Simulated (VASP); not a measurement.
# Cu (Fm-3m) in VASP: single point with PBEsol

Aim: the single point of Cu with PBEsol.

All numbers are computed with VASP 6.6.1; they aren't measurements. Logs are shortened: lines on timing, memory, paths and dates and some standing lists are left out, and cuts for length are marked.

### Step 1. The cell of the first run

The structure is cubic, space group Fm-3m (No. 225). Conventional cell: a = 3.563 Å, b = 3.563 Å, c = 3.563 Å, α = 90.00°, β = 90.00°, γ = 90.00°. Cu (site symmetry m-3m) has 12 Cu at 2.52 Å within 3.3 Å.

### Step 2. Single point, PBEsol

INCAR

```
PREC = Accurate
ENCUT = 520
EDIFF = 1E-6
ISMEAR = 0
SIGMA = 0.1
LREAL = F
LASPH = T
NELM = 80
ALGO = Fast
ISIF = 2
LWAVE = F
LCHARG = F
GGA = PS
NBANDS = 24
```

KPOINTS

```
regular mesh
0
Gamma
  18 18 6
```

POSCAR

```
Cu
1.0
    2.5196845636      0.0000000000      0.0000000000
   -1.2598422818      2.1821108416      0.0000000000
    0.0000000000      0.0000000000      6.1719414936
Cu
3
Direct
    0.0000000000      0.0000000000      0.0000000000
    0.3333333333      0.6666666667      0.3333333333
    0.6666666667      0.3333333333      0.6666666667
```

Potentials or basis: VASP PAW PBE potentials, release 64 (Cu).

Run with:

```
> cat potpaw_PBE.64/Cu/POTCAR > POTCAR
> mpirun -np 1 vasp_std > vasp.out
```

OUTCAR:

```text
PREC = Accurate
   ENCUT = 520
   EDIFF = 1E-6
   ISMEAR = 0
   LREAL = F
   LASPH = T
   NELM = 80
   ISIF = 2
   GGA = PS

 ion  position               nearest neighbor table
   1  0.000  0.000  0.000-   2 2.52   3 2.52   2 2.52   3 2.52   3 2.52   2 2.52
   2  0.333  0.667  0.333-   1 2.52   1 2.52   1 2.52   3 2.52   3 2.52   3 2.52
   3  0.667  0.333  0.667-   1 2.52   1 2.52   1 2.52   2 2.52   2 2.52   2 2.52

  LATTYP: Found a hexagonal cell.
 ALAT       =     2.5196845636
 C/A-ratio  =     2.4494897428

  Lattice vectors:

 A1 = (   2.5196845636,   0.0000000000,   0.0000000000)
 A2 = (  -1.2598422818,   2.1821108416,   0.0000000000)
 A3 = (   0.0000000000,   0.0000000000,   6.1719414936)

Analysis of symmetry for initial positions (statically):
=====================================================================
 Subroutine PRICEL returns following result:

  LATTYP: Found a face centered cubic cell.
 ALAT       =     3.5633720824

  Lattice vectors:

 A1 = (   1.2598422817,  -0.7273702805,   2.0573138310)
 A2 = (  -0.0000000001,   1.4547405611,   2.0573138310)
 A3 = (  -1.2598422815,  -0.7273702807,   2.0573138316)

   3 primitive cells build up your supercell.

 Routine SETGRP: Setting up the symmetry group for a
 hexagonal supercell.

 Subroutine GETGRP returns: Found 12 space group operations
 (whereof 12 operations were pure point group operations)
 out of a pool of 24 trial point group operations.

The static configuration has the point symmetry D_3d.

Analysis of symmetry for dynamics (positions and initial velocities):
=====================================================================
 Subroutine PRICEL returns following result:

  LATTYP: Found a face centered cubic cell.
 ALAT       =     3.5633720824

  Lattice vectors:

 A1 = (   1.2598422817,  -0.7273702805,   2.0573138310)
 A2 = (  -0.0000000001,   1.4547405611,   2.0573138310)
 A3 = (  -1.2598422815,  -0.7273702807,   2.0573138316)

   3 primitive cells build up your supercell.

 Routine SETGRP: Setting up the symmetry group for a
 hexagonal supercell.

 Subroutine GETGRP returns: Found 12 space group operations
 (whereof 12 operations were pure point group operations)
 out of a pool of 24 trial point group operations.

The dynamic configuration has the point symmetry D_3d.

 Subroutine INISYM returns: Found 12 space group operations
 (whereof 12 operations are pure point group operations),
 and found     3 'primitive' translations

----------------------------------------------------------------------------------------

                                     Primitive cell

  volume of cell :      11.3116

  direct lattice vectors                    reciprocal lattice vectors
     1.259842282 -0.727370280  2.057313831     0.396875075 -0.229135931  0.162023571
    -0.000000000  1.454740561  2.057313831    -0.000000000  0.458271863  0.162023571
    -1.259842282 -0.727370281  2.057313832    -0.396875075 -0.229135931  0.162023571

  length of vectors
     2.519684563  2.519684563  2.519684564     0.486070713  0.486070713  0.486070713

  position of ions in fractional coordinates (direct lattice)
     0.000000000  0.000000000  0.000000000

  ion indices of the primitive-cell ions
   primitive index   ion index
                 1           1

----------------------------------------------------------------------------------------

 KPOINTS: regular mesh

Automatic generation of k-mesh.
 Grid dimensions read from file:
 generate k-points for:   18   18    6

 Generating k-lattice:

  Cartesian coordinates                     Fractional coordinates (reciprocal lattice)
     0.022048615  0.012729774  0.000000000     0.055555556  0.000000000  0.000000000
     0.000000000  0.025459548  0.000000000     0.000000000  0.055555556  0.000000000
     0.000000000  0.000000000  0.027003928     0.000000000  0.000000000  0.166666667

  Length of vectors
     0.025459548  0.025459548  0.027003928

  Shift w.r.t. Gamma in fractional coordinates (k-lattice)
     0.000000000  0.000000000  0.000000000

 Subroutine IBZKPT returns following result:
 ===========================================

 Found    202 irreducible k-points:

 Following reciprocal coordinates:
            Coordinates               Weight
  0.000000  0.000000  0.000000      1.000000
  0.055556  0.000000  0.000000      6.000000
  0.111111  0.000000  0.000000      6.000000
  0.166667  0.000000  0.000000      6.000000
  0.222222  0.000000  0.000000      6.000000
  0.277778  0.000000  0.000000      6.000000
[... 16 lines left out ...]
  0.333333  0.111111  0.000000     12.000000
  0.388889  0.111111  0.000000     12.000000
 [... further k-points ...]
   k-points           NKPTS =    202   k-points in BZ     NKDIM =    202   number of bands    NBANDS=     24
   number of dos      NEDOS =    301   number of ions     NIONS =      3
   total plane-waves  NPLWV =  19200
   dimension x,y,z NGX =    20 NGY =   20 NGZ =   48
   dimension x,y,z NGXF=    40 NGYF=   40 NGZF=   96
   ions per type =               3
   NGX,Y,Z   is equivalent  to a cutoff of  13.20, 13.20, 12.93 a.u.
   NGXF,Y,Z  is equivalent  to a cutoff of  26.39, 26.39, 25.86 a.u.
 SYSTEM =  unknown system
   PREC   = accura    normal or accurate (medium, high low for compatibility)
   ISTART =      0    job   : 0-new  1-cont  2-samecut
   ICHARG =      2    charge: 1-file 2-atom 10-const
   ISPIN  =      1    spin polarized calculation?
   LNONCOLLINEAR =      F non collinear calculations
   LSORBIT =      F    spin-orbit coupling
   LASPH  =      T    aspherical Exc in radial PAW
   ENCUT  =  520.0 eV  38.22 Ry    6.18 a.u.   4.68  4.68 11.48*2*pi/ulx,y,z
   NELM   =     80;   NELMIN=  2; NELMDL= -5     # of ELM steps
   EDIFF  = 0.1E-05   stopping-criterion for ELM
   LREAL  =      F    real-space projection
   EDIFFG = 0.1E-04   stopping-criterion for IOM
   NSW    =      0    number of steps for IOM
   IBRION =     -1    ionic relax: 0-MD 1-quasi-New 2-CG
   NFREE  =      0    steps in history (QN), initial steepest desc. (CG)
   ISIF   =      2    stress and relaxation
   ISYM   =      2    0-nonsym 1-usesym 2-fastsym
   POTIM  = 0.5000    time-step for ionic-motion
   TEBEG  =    0.0;   TEEND  =   0.0 temperature during run
   PSTRESS=    0.0 pullay stress
   NELECT =      33.0000    total number of electrons
   NUPDOWN=      -1.0000    fix difference up-down
   EMIN   =  10.00;   EMAX   =-10.00  energy-range for DOS
   EFERMI =   0.00;   METHOD = LEGACY
   ISMEAR =     0;   SIGMA  =   0.10  broadening in eV -4-tet -1-fermi 0-gaus
   EFERMI_NEDOS =   21; number of points for ismear=-14 and -15
   IALGO  =     68    algorithm
   IMIX   =      4    mixing-type and parameters
     AMIX     =   0.40;   BMIX     =  1.00
     AMIX_MAG =   1.60;   BMIX_MAG =  1.00
  volume/ion in A,a.u.               =      11.31        76.33
  Fermi-wavevector in a.u.,A,eV,Ry     =   1.621927  3.064997 35.792114  2.630646
  Thomas-Fermi vector in A             =   2.715623
   LORBIT       =      0    0 simple, 1 ext, 2 COOP (PROOUT), +10 PAW based schemes
   GGA     = PS    functional components
   LHFCALC =     F    Hartree Fock is set to
   AEXX    =    0.0000 exact exchange contribution
   IVDW    =     0    specifies the selected vdW correction
   LEPSILON=     F    determine dielectric tensor
   LRPA    =     F    only Hartree local field effects (RPA)
 non-spin polarized calculation
 RMM-DIIS sequential band-by-band and
 Gauss-broadening in eV      SIGMA  =   0.10
  energy-cutoff  :      520.00
  volume of cell :       33.93
 maximum number of plane-waves:       929
 NGX is ok and might be reduce to    20
   NGX =  9   NGY =  9   NGZ = 23

 number of electron      32.9999981 magnetization

 Free energy of the ion-electron system (eV)
  ---------------------------------------------------
  ext. energy  EPLUGINS =         0.00000000
  ---------------------------------------------------
  free energy    TOTEN  =       -12.93018786 eV

  energy without entropy =      -12.92607726  energy(sigma->0) =      -12.92813256

 E-fermi :   7.9389     XC(G=0): -13.1615

 val. band max:        7.9351989527   @ k =   0.4444   0.0556   0.0000
 cond. band min:       7.9399158573   @ k =   0.2222   0.0000   0.1667
 fundamental gap:      0.0047169046
 Fermi energy:         7.9388693012

 k-point     1 :       0.0000    0.0000    0.0000
  band No.  band energies     occupation
      1      -1.7780      2.00000
      2       1.6777      2.00000
      3       1.6777      2.00000
      4       4.7587      2.00000
      5       4.7587      2.00000
      6       4.7847      2.00000
[... 16 lines left out ...]
     23      30.8857      0.00000
     24      30.9150      0.00000

 k-point     2 :       0.0556    0.0000    0.0000
  band No.  band energies     occupation
      1      -1.6748      2.00000
      2       1.7592      2.00000
      3       1.7604      2.00000
      4       4.6588      2.00000
      5       4.6736      2.00000
      6       4.7601      2.00000
[... 16 lines left out ...]
     23      29.3885      0.00000
     24      30.4399      0.00000

 k-point     3 :       0.1111    0.0000    0.0000
  band No.  band energies     occupation
      1      -1.3681      2.00000
      2       1.9901      2.00000
      3       2.0010      2.00000
      4       4.4231      2.00000
      5       4.5050      2.00000
      6       4.6880      2.00000
[... 16 lines left out ...]
     23      28.1468      0.00000
     24      28.5544      0.00000
[... 514 lines left out ...]
 k-point    23 :       0.3333    0.1111    0.0000
  band No.  band energies     occupation
      1       2.4639      2.00000
      2       3.0083      2.00000
      3       3.4400      2.00000
      4       3.4858      2.00000
      5       4.1320      2.00000
      6       4.3333      2.00000
[... 16 lines left out ...]
     23      20.7218      0.00000
     24      21.4264      0.00000

 k-point    24 :       0.3889    0.1111    0.0000
  band No.  band energies     occupation
      1       2.9608      2.00000
      2       2.9620      2.00000
      3       3.3619      2.00000
      4       3.4042      2.00000
      5       4.1772      2.00000
      6       4.3738      2.00000
[... 16 lines left out ...]
     23      21.4338      0.00000
     24      22.6835      0.00000

 [... further k-points ...]

------------------------ aborting loop because EDIFF is reached ----------------------------------------

  FORCE on cell =-STRESS in cart. coord.  units (eV):
  Direction    XX          YY          ZZ          XY          YZ          ZX
  --------------------------------------------------------------------------------------
  -------------------------------------------------------------------------------------
  Total        0.2466856      0.2466856      0.1548089      0.0000000     -0.0000000      0.0000000
  in kB       11.6468784     11.6468784      7.3090645      0.0000000     -0.0000000      0.0000000
  external PRESSURE =      10.2009405 kB  Pullay stress =       0.0000000 kB

 VOLUME and BASIS-vectors are now :
 -----------------------------------------------------------------------------
  energy-cutoff  :      520.00
  volume of cell :       33.93
      direct lattice vectors                 reciprocal lattice vectors
     2.519684564  0.000000000  0.000000000     0.396875075  0.229135931  0.000000000
    -1.259842282  2.182110842  0.000000000     0.000000000  0.458271863  0.000000000
     0.000000000  0.000000000  6.171941494     0.000000000  0.000000000  0.162023571

 POSITION                                       TOTAL-FORCE (eV/Angst)
 -----------------------------------------------------------------------------------
      0.00000      0.00000      0.00000        -0.000000      0.000000      0.000000
     -0.00000      1.45474      2.05731        -0.000000      0.000000      0.000000
      1.25984      0.72737      4.11463         0.000000     -0.000000     -0.000000
 -----------------------------------------------------------------------------------
    total drift:                               -0.000000      0.000000      0.000000

  FREE ENERGIE OF THE ION-ELECTRON SYSTEM (eV)
  ---------------------------------------------------
  free  energy   TOTEN  =       -12.9301878573 eV

  energy  without entropy=      -12.9260772573  energy(sigma->0) =      -12.92813256
```

It took 2.1 min on 1 thread of Intel Xeon Platinum 8259CL at 2.50GHz (Skylake/Cascade Lake), shared host; peak memory 0.24 GiB.

Results:

* Free energy: -12.9302 eV
* Pressure: 1.0 GPa
* Band gap on the k mesh: zero (an odd number of electrons rules out a gap without spin polarisation)

Levels at points of the mesh, in eV from the Fermi level:
| k point | band 14 | band 15 | band 16 | band 17 | band 18 | band 19 | band 20 | band 21 |
| --- | --- | --- | --- | --- | --- | --- | --- | --- |
| (0.00, 0.00, 0.00) | -2.26 | -1.95 | -1.95 | -1.95 | -1.95 | 8.88 | 8.88 | 22.16 |
| (0.50, 0.00, 0.00) | -1.51 | -1.51 | 0.47 | 0.47 | 1.43 | 5.22 | 5.22 | 7.41 |
| (0.00, 0.00, 0.50) | -2.29 | -2.29 | -1.66 | -1.66 | -1.16 | 3.97 | 17.06 | 17.06 |
| (0.50, 0.00, 0.50) | -1.59 | -1.59 | -1.16 | 1.23 | 1.23 | 3.97 | 9.18 | 9.18 |

Caveat: the PAW data sets were made with another functional, which shifts forces and pressure a little.
